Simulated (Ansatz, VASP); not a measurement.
**One calculation of CoO, two programs**

```
CELL_PARAMETERS angstrom
0.00000 2.15281 2.13150
2.15281 0.00000 2.13150
2.15281 2.15281 0.00000
ATOMIC_POSITIONS crystal
Co 0.00000 0.00000 0.00000
O 0.50000 0.50000 0.50000
```

Change from the starting cell: equal xx and yy strain of +1 %, crystal datasets.

Alike in both runs: task electric field gradients; functional PBE; k mesh 16 × 16 × 16; occupations fermi-dirac, width 0.05 eV; collinear spin.

|  | VASP | Ansatz |
| --- | --- | --- |
| version | VASP 6.6.1 | Ansatz 0.2.0 |
| potentials or method | VASP PAW PBE potentials, release 64 (Co, O), cutoff 520 eV | all-electron PAW with datasets made for the crystal, scalar-relativistic |

|  | VASP | Ansatz | Ansatz less VASP |
| --- | --- | --- | --- |
| pressure (GPa) | -5.4 | -5.0 | +0.39 |
| traceless stress, the component that is largest in VASP (GPa) | -0.03 | -0.22 | -0.195 |
| net moment per atom (μB) | 1.47 | 1.48 | +0.009 |
| size of the moment on the site where the two differ most (μB) | 2.59 | 2.52 | -0.064 |
| size of Vzz on the site where it differs most (V/Å²) | 7.3 | 12.8 | +5.49 |

Site moments also hang on the region over which each program counts them. Ansatz ran all-electron here, and VASP with PAW potentials.
